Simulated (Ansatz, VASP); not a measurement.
**LiCl in VASP and in Ansatz**

```
Li Cl
1.0
     0.00000    2.75783    2.75783
     2.75783    0.00000    2.75783
     2.75783    2.75783    0.00000
Li Cl
1 1
Direct
  0.00000 0.00000 0.00000
  0.25000 0.25000 0.25000
```

Alike in both runs: functional PBE; k mesh 8 × 8 × 8; occupations gaussian, width 0.02 eV; no spin polarisation.

Ansatz relaxed the structure, and its values are those at the end. VASP's run is a single point on that final structure, the one shown.

|  | VASP | Ansatz |
| --- | --- | --- |
| version | VASP 6.6.1 | Ansatz 0.2.0 |
| potentials or method | VASP PAW PBE potentials, release 64 (Li_sv, Cl), cutoff 520 eV | scalar-relativistic, plane waves, PAW |
| valence electrons in the cell | 10 | 10 |

|  | VASP | Ansatz | Ansatz less VASP |
| --- | --- | --- | --- |
| gap on the k mesh at the Fermi level (eV) | 5.96 | 5.96 | -0.006 |
| least direct gap on the mesh (eV) | 5.96 | 5.96 | -0.006 |

Noted on VASP's run: the cutoff is short for stress, so the pressure is rough.
